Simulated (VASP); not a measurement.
# Fe (P6/mmm) in VASP: single point with PBE

Aim: the single point of Fe with PBE.

All numbers are computed with VASP 6.6.1; they aren't measurements. Logs are shortened: lines on timing, memory, paths and dates and some standing lists are left out, and cuts for length are marked.

**1. The cell of the first run**

Symmetry: P6/mmm, No. 191, hexagonal system. Conventional cell: a = 1.854 Å, b = 1.854 Å, c = 1.704 Å, α = 90.00°, β = 90.00°, γ = 120.00°. Fe (site symmetry 6/mmm) has 8 Fe at 1.70 to 1.85 Å within 2.3 Å.

This isn't the form of Fe at room conditions, which is bcc.

**2. Single point, PBE, collinear spin, ferromagnetic start (5.07 Å³/atom)**

POSCAR reads:

```
Fe
1.0
    1.8538317735      0.0000000000      0.0000000000
   -0.9269158868      1.6054654102      0.0000000000
    0.0000000000      0.0000000000      1.7036637611
Fe
1
Direct
    0.0000000000      0.0000000000      0.0000000000
```

INCAR.step1 reads:

```
ALGO = Normal ; EDIFF = 1E-7
ENCUT = 520 ; GGA = PE
ISIF = 2 ; ISMEAR = -1
ISPIN = 2 ; LASPH = T
LCHARG = T ; LMAXMIX = 4
LREAL = F ; LWAVE = F
MAGMOM = 2.5 ; NBANDS = 14
NELM = 150 ; PREC = Accurate
SIGMA = 0.08
```

KPOINTS.step1 reads:

```
k-points
0
Gamma
  18 18 16
```

INCAR.step2 reads:

```
ALGO = Normal ; EDIFF = 1E-7
ENCUT = 520 ; GGA = PE
ICHARG = 11 ; ISIF = 2
ISMEAR = -5 ; ISPIN = 2
LASPH = T ; LCHARG = F
LMAXMIX = 4 ; LORBIT = 10
LREAL = F ; LWAVE = F
MAGMOM = 2.5 ; NEDOS = 2001
NELM = 150 ; PREC = Accurate
SIGMA = 0.08
```

KPOINTS.step2 reads:

```
k-points
0
Gamma
  27 27 24
```

Potentials or basis: VASP PAW PBE potentials, release 64 (Fe).

Launch:

```
> cat potpaw_PBE.64/Fe/POTCAR > POTCAR
> cp INCAR.step1 INCAR
> cp KPOINTS.step1 KPOINTS
> mpirun -np 1 vasp_std > vasp.out
> cp INCAR.step2 INCAR
> cp KPOINTS.step2 KPOINTS
> mpirun -np 1 vasp_std > vasp.out
```

OUTCAR:

```text
EDIFF = 1E-7
   ENCUT = 520
   GGA = PE
   ICHARG = 11
   ISIF = 2
   ISMEAR = -5
   ISPIN = 2
   LASPH = T
   LORBIT = 10
   LREAL = F
   NELM = 150
   PREC = Accurate

 ion  position               nearest neighbor table
   1  0.000  0.000  0.000-

  LATTYP: Found a hexagonal cell.
 ALAT       =     1.8538317735
 C/A-ratio  =     0.9189958795

  Lattice vectors:

 A1 = (   1.8538317735,   0.0000000000,   0.0000000000)
 A2 = (  -0.9269158868,   1.6054654102,   0.0000000000)
 A3 = (   0.0000000000,   0.0000000000,   1.7036637611)

Analysis of symmetry for initial positions (statically):
=====================================================================
 Subroutine PRICEL returns:
 Original cell was already a primitive cell.

 Routine SETGRP: Setting up the symmetry group for a
 hexagonal supercell.

 Subroutine GETGRP returns: Found 24 space group operations
 (whereof 24 operations were pure point group operations)
 out of a pool of 24 trial point group operations.

The static configuration has the point symmetry D_6h.

Analysis of symmetry for dynamics (positions and initial velocities):
=====================================================================
 Subroutine PRICEL returns:
 Original cell was already a primitive cell.

 Routine SETGRP: Setting up the symmetry group for a
 hexagonal supercell.

 Subroutine GETGRP returns: Found 24 space group operations
 (whereof 24 operations were pure point group operations)
 out of a pool of 24 trial point group operations.

The dynamic configuration has the point symmetry D_6h.

Analysis of structural, dynamic, and magnetic symmetry:
=====================================================================
 Subroutine PRICEL returns:
 Original cell was already a primitive cell.

 Routine SETGRP: Setting up the symmetry group for a
 hexagonal supercell.

 Subroutine GETGRP returns: Found 24 space group operations
 (whereof 24 operations were pure point group operations)
 out of a pool of 24 trial point group operations.

The overall configuration has the point symmetry D_6h.

 Subroutine INISYM returns: Found 24 space group operations
 (whereof 24 operations are pure point group operations),
 and found     1 'primitive' translations

----------------------------------------------------------------------------------------

                                     Primitive cell

  volume of cell :       5.0706

  direct lattice vectors                    reciprocal lattice vectors
     1.853831774  0.000000000  0.000000000     0.539423271  0.311436171  0.000000000
    -0.926915887  1.605465410  0.000000000     0.000000000  0.622872342  0.000000000
     0.000000000  0.000000000  1.703663761     0.000000000  0.000000000  0.586970283

  length of vectors
     1.853831774  1.853831774  1.703663761     0.622872342  0.622872342  0.586970283

  position of ions in fractional coordinates (direct lattice)
     0.000000000  0.000000000  0.000000000

  ion indices of the primitive-cell ions
   primitive index   ion index
                 1           1

----------------------------------------------------------------------------------------

 KPOINTS: k-points

Automatic generation of k-mesh.
 Grid dimensions read from file:
 generate k-points for:   27   27   24

 Generating k-lattice:

  Cartesian coordinates                     Fractional coordinates (reciprocal lattice)
     0.019978640  0.011534673  0.000000000     0.037037037 -0.000000000  0.000000000
     0.000000000  0.023069346  0.000000000     0.000000000  0.037037037  0.000000000
     0.000000000  0.000000000  0.024457095     0.000000000  0.000000000  0.041666667

  Length of vectors
     0.023069346  0.023069346  0.024457095

  Shift w.r.t. Gamma in fractional coordinates (k-lattice)
     0.000000000  0.000000000  0.000000000

 TETIRR: Found  17736 inequivalent tetrahedra from   104976

 Subroutine IBZKPT returns following result:
 ===========================================

 Found    975 irreducible k-points:

 Following reciprocal coordinates:
            Coordinates               Weight
  0.000000  0.000000  0.000000      1.000000
  0.037037  0.000000  0.000000      6.000000
  0.074074  0.000000  0.000000      6.000000
  0.111111 -0.000000  0.000000      6.000000
  0.148148  0.000000  0.000000      6.000000
  0.185185  0.000000  0.000000      6.000000
[... 16 lines left out ...]
  0.333333  0.037037  0.000000     12.000000
  0.370370  0.037037  0.000000     12.000000
 [... further k-points ...]
   k-points           NKPTS =    975   k-points in BZ     NKDIM =    975   number of bands    NBANDS=      9
   number of dos      NEDOS =   2001   number of ions     NIONS =      1
   total plane-waves  NPLWV =   2744
   dimension x,y,z NGX =    14 NGY =   14 NGZ =   14
   dimension x,y,z NGXF=    28 NGYF=   28 NGZF=   28
   ions per type =               1
   NGX,Y,Z   is equivalent  to a cutoff of  12.55, 12.55, 13.66 a.u.
   NGXF,Y,Z  is equivalent  to a cutoff of  25.11, 25.11, 27.32 a.u.
 SYSTEM =  unknown system
   PREC   = accura    normal or accurate (medium, high low for compatibility)
   ISTART =      0    job   : 0-new  1-cont  2-samecut
   ICHARG =     11    charge: 1-file 2-atom 10-const
   ISPIN  =      2    spin polarized calculation?
   LNONCOLLINEAR =      F non collinear calculations
   LSORBIT =      F    spin-orbit coupling
   LASPH  =      T    aspherical Exc in radial PAW
   ENCUT  =  520.0 eV  38.22 Ry    6.18 a.u.   3.45  3.45  3.17*2*pi/ulx,y,z
   NELM   =    150;   NELMIN=  2; NELMDL=  0     # of ELM steps
   EDIFF  = 0.1E-06   stopping-criterion for ELM
   LREAL  =      F    real-space projection
   EDIFFG = 0.1E-05   stopping-criterion for IOM
   NSW    =      0    number of steps for IOM
   IBRION =     -1    ionic relax: 0-MD 1-quasi-New 2-CG
   NFREE  =      0    steps in history (QN), initial steepest desc. (CG)
   ISIF   =      2    stress and relaxation
   ISYM   =      2    0-nonsym 1-usesym 2-fastsym
   POTIM  = 0.5000    time-step for ionic-motion
   TEBEG  =    0.0;   TEEND  =   0.0 temperature during run
   PSTRESS=    0.0 pullay stress
   NELECT =       8.0000    total number of electrons
   NUPDOWN=      -1.0000    fix difference up-down
   EMIN   =  10.00;   EMAX   =-10.00  energy-range for DOS
   EFERMI =   0.00;   METHOD = LEGACY
   ISMEAR =    -5;   SIGMA  =   0.08  broadening in eV -4-tet -1-fermi 0-gaus
   EFERMI_NEDOS =   21; number of points for ismear=-14 and -15
   IALGO  =     38    algorithm
   IMIX   =      4    mixing-type and parameters
     AMIX     =   0.40;   BMIX     =  1.00
     AMIX_MAG =   1.60;   BMIX_MAG =  1.00
  volume/ion in A,a.u.               =       5.07        34.22
  Fermi-wavevector in a.u.,A,eV,Ry     =   1.905840  3.601515 49.419437  3.632226
  Thomas-Fermi vector in A             =   2.943724
   LORBIT       =     10    0 simple, 1 ext, 2 COOP (PROOUT), +10 PAW based schemes
   GGA     = PE    functional components
   LHFCALC =     F    Hartree Fock is set to
   AEXX    =    0.0000 exact exchange contribution
   IVDW    =     0    specifies the selected vdW correction
   LEPSILON=     F    determine dielectric tensor
   LRPA    =     F    only Hartree local field effects (RPA)
 spin polarized calculation
 Fermi weights with tetrahedron method with Bloechl corrections
  energy-cutoff  :      520.00
  volume of cell :        5.07
 maximum number of plane-waves:       144
 NGX is ok and might be reduce to    14

 number of electron       7.9999996 magnetization       0.0000023

 Free energy of the ion-electron system (eV)
  ---------------------------------------------------
  ext. energy  EPLUGINS =         0.00000000
  ---------------------------------------------------
  free energy    TOTEN  =         1.71349465 eV

  energy without entropy =        1.71349465  energy(sigma->0) =        1.71349465

 E-fermi :  18.7606     XC(G=0): -18.2151

 val. band max:       18.8452197018   @ k =   0.3333   0.0741   0.3333
 cond. band min:      18.5914306371   @ k =   0.4074   0.0370   0.0000
 fundamental gap:     -0.2537890647
 Fermi energy:        18.7605843351

 spin component 1

 k-point     1 :       0.0000    0.0000    0.0000
  band No.  band energies     occupation
      1       6.3546      1.00000
      2       8.0218      1.00000
      3      13.8316      1.00000
      4      13.8316      1.00000
      5      22.0111      0.00000
      6      22.0111      0.00000
      7      46.5391      0.00000
      8      53.0677      0.00000
      9      61.9727      0.00000

 k-point     2 :       0.0370    0.0000    0.0000
  band No.  band energies     occupation
      1       6.4688      1.00000
      2       8.0658      1.00000
      3      13.7323      1.00000
      4      13.9239      1.00000
      5      21.9359      0.00000
      6      21.9981      0.00000
      7      46.6262      0.00000
      8      53.2009      0.00000
      9      61.3273      0.00000
[... 253 lines left out ...]
 k-point    24 :       0.3704    0.0370    0.0000
  band No.  band energies     occupation
      1       7.0920      1.00000
      2      10.7464      1.00000
      3      17.6413      1.00000
      4      17.8220      1.09515
      5      21.1417      0.00000
      6      21.3262      0.00000
      7      38.5027      0.00000
      8      48.4217      0.00000
      9      58.4116      0.00000

 [... further k-points ...]

 spin component 2

 k-point     1 :       0.0000    0.0000    0.0000
  band No.  band energies     occupation
      1       6.3546      1.00000
      2       8.0218      1.00000
      3      13.8316      1.00000
      4      13.8316      1.00000
      5      22.0111      0.00000
      6      22.0111      0.00000
      7      46.5391      0.00000
      8      53.0677      0.00000
      9      61.9724      0.00000

 k-point     2 :       0.0370    0.0000    0.0000
  band No.  band energies     occupation
      1       6.4689      1.00000
      2       8.0658      1.00000
      3      13.7323      1.00000
      4      13.9239      1.00000
      5      21.9359      0.00000
      6      21.9981      0.00000
      7      46.6262      0.00000
      8      53.2010      0.00000
      9      61.3230      0.00000
[... 253 lines left out ...]
 k-point    24 :       0.3704    0.0370    0.0000
  band No.  band energies     occupation
      1       7.0919      1.00000
      2      10.7464      1.00000
      3      17.6413      1.00000
      4      17.8220      1.09515
      5      21.1417      0.00000
      6      21.3261      0.00000
      7      38.5027      0.00000
      8      48.4217      0.00000
      9      58.4094      0.00000

 [... further k-points ...]
[... 5 lines left out ...]
  --------------------------------------------------------------------------------------
  -------------------------------------------------------------------------------------
  Total       30.8037858     30.8037858     27.8688762     -0.0000000      0.0000000      0.0000000
  in kB     9733.2867316   9733.2867316   8805.9229134     -0.0000003      0.0000000      0.0000000
  external PRESSURE =    9424.1654589 kB  Pullay stress =       0.0000000 kB

 VOLUME and BASIS-vectors are now :
 -----------------------------------------------------------------------------
  energy-cutoff  :      520.00
  volume of cell :        5.07
      direct lattice vectors                 reciprocal lattice vectors
     1.853831774  0.000000000  0.000000000     0.539423271  0.311436171  0.000000000
    -0.926915887  1.605465410  0.000000000     0.000000000  0.622872342  0.000000000
     0.000000000  0.000000000  1.703663761     0.000000000  0.000000000  0.586970283

 POSITION                                       TOTAL-FORCE (eV/Angst)
 -----------------------------------------------------------------------------------
      0.00000      0.00000      0.00000        -0.000000      0.000000      0.000000
 -----------------------------------------------------------------------------------
    total drift:                                0.000000      0.000000     -0.000000

  FREE ENERGIE OF THE ION-ELECTRON SYSTEM (eV)
  ---------------------------------------------------
  free  energy   TOTEN  =         1.7134946534 eV

  energy  without entropy=        1.7134946534  energy(sigma->0) =        1.71349465

 total charge

# of ion       s       p       d       tot
------------------------------------------
    1        0.952   1.370   8.226  10.548

 magnetization (x)

# of ion       s       p       d       tot
------------------------------------------
    1       -0.000   0.000  -0.000  -0.000
```

Wall time 33 s (1 thread of Intel Xeon 6975P-C (Granite Rapids), shared host); peak memory 0.24 GiB.

Results:

```
Net moment : 0.00 μB per cell
```

Caveat: atoms lie so close that the PAW spheres overlap strongly, which falsifies energies and pressures; tetrahedron occupations give inexact forces and stress in metals.
